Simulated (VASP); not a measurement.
Si2Ge3, 5 atoms in the cell. The structure is tetragonal, space group P4/mmm (No. 123). The conventional cell has a = 3.595 Å, b = 3.595 Å, c = 6.772 Å, α = 90.00°, β = 90.00°, γ = 90.00°. Within 4.5 Å of Si (site symmetry 4/mmm) lie 10 Ge at 3.39 to 3.83 Å and 12 Si at 3.59 to 4.23 Å. Within 2.4 Å of Si (site symmetry 4/mmm) lie 4 Ge at 1.80 Å. Ge (site symmetry 4/mmm) has 4 Ge at 1.80 Å within 2.4 Å. Within 2.4 Å of Ge (site symmetry mmm) lie 2 Si at 1.80 Å and 2 Ge at 1.80 Å. 

| Quantity | Value |
| --- | --- |
| Program | VASP 6.6.1 |
| Task | relaxation of cell and atoms |
| Functional | PBE |
| Potentials or basis | VASP PAW PBE potentials, release 64 (Si, Ge_d) |
| Cutoff | 600 eV |
| k mesh | 6 × 6 × 4 |
| Occupations | gaussian, width 0.1 eV |
| Spin | no spin polarisation |
| Dipole correction | no |
| Further INCAR settings | ALGO = Normal; EDIFF = 1e-06; IBRION = 2; EDIFFG = -0.04; NSW = 90; ISIF = 3 |

Potentials or basis: VASP PAW PBE potentials, release 64 (Si, Ge_d).

Run with:

```bash
$ cat potpaw_PBE.64/Si/POTCAR potpaw_PBE.64/Ge_d/POTCAR > POTCAR
$ mpirun -np 1 vasp_std > vasp.out
```

Hardware: 1 thread of Intel Xeon 6975P-C, with other jobs on the host.

Q: Estimate the wall time of this run.

A: Wall time 27 min on 1 thread of Intel Xeon 6975P-C, on a shared host, peak memory 0.27 GiB. Counts: scf iterations 262, k points 30, ion steps 18.
